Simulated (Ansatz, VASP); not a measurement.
**InSb3: VASP beside Ansatz**

Contents of INCAR:

```
ALGO = Normal
EDIFF = 1E-6
ENCUT = 520
GGA = PS
ISIF = 2
ISMEAR = 0
LASPH = True
LCHARG = False
LREAL = False
LWAVE = False
NBANDS = 22
NELM = 80
PREC = Accurate
SIGMA = 0.15
```

Contents of KPOINTS:

```
k-points
0
Gamma
  8 8 8
```

Contents of POSCAR:

```
InSb3
1.0
    4.6338930603     -0.1104095949     -0.1104095949
   -0.1104095949      4.6338930603     -0.1104095949
   -0.1104095949     -0.1104095949      4.6338930603
In Sb
1 3
Direct
    0.0000000000      0.0000000000      0.0000000000
    0.5000000000      0.0000000000      0.5000000000
    0.0000000000      0.5000000000      0.5000000000
    0.5000000000      0.5000000000      0.0000000000
```

Input for Ansatz:

```yaml
crystal:
  lattice:
    - [4.6338930603, -0.1104095949, -0.1104095949]
    - [-0.1104095949, 4.6338930603, -0.1104095949]
    - [-0.1104095949, -0.1104095949, 4.6338930603]
  atoms:
    - { symbol: In, position: [0.0, 0.0, 0.0] }
    - { symbol: Sb, position: [0.5, 0.0, 0.5] }
    - { symbol: Sb, position: [0.0, 0.5, 0.5] }
    - { symbol: Sb, position: [0.5, 0.5, 0.0] }
basis:
  ecutwfc: 420
kpoints:
  mp_grid: { grid: [8, 8, 8] }
hamiltonian:
  xc: pbesol
  pseudopotentials: { kind: paw, azcp: { folder: soft_1 } }
scf:
  occupations: { method: gaussian, width: 0.15 }
output:
  forces: true
  stress: true
  eigenvalues: true
```

Change from the starting cell: equal engineering shear yz, xz and xy -0.0467, equal normal strain along x, y and z -0.0200.

Alike in both runs: task single point; functional PBEsol; k mesh 8 × 8 × 8; occupations gaussian, width 0.15 eV; no spin polarisation.

|  | VASP | Ansatz |
| --- | --- | --- |
| version | VASP 6.6.1 | Ansatz 0.2.0 |
| potentials or method | VASP PAW PBE potentials, release 64 (In_d, Sb), cutoff 520 eV | scalar-relativistic, plane waves, PAW |
| valence electrons in the cell | 28 | 58 |

```csv
,VASP,Ansatz,Ansatz less VASP
gap on the k mesh at the Fermi level (eV),none,none,-
pressure (GPa),4.5,4.5,-0.05
"traceless stress, the component that is largest in VASP (GPa)",0.87,0.86,-0.011
```

VASP's potentials were made for PBE, not for PBEsol, and Ansatz warns of the same on its side. A gap of «none» marks a metal or a gap that the smearing closes. The functional is the same, so the differences come from potentials, cutoffs and numerics. VASP's potentials hold 28 valence electrons a cell and Ansatz's 58, so a difference there can come from the potentials and not from the codes.

Neither program's run includes spin-orbit coupling.
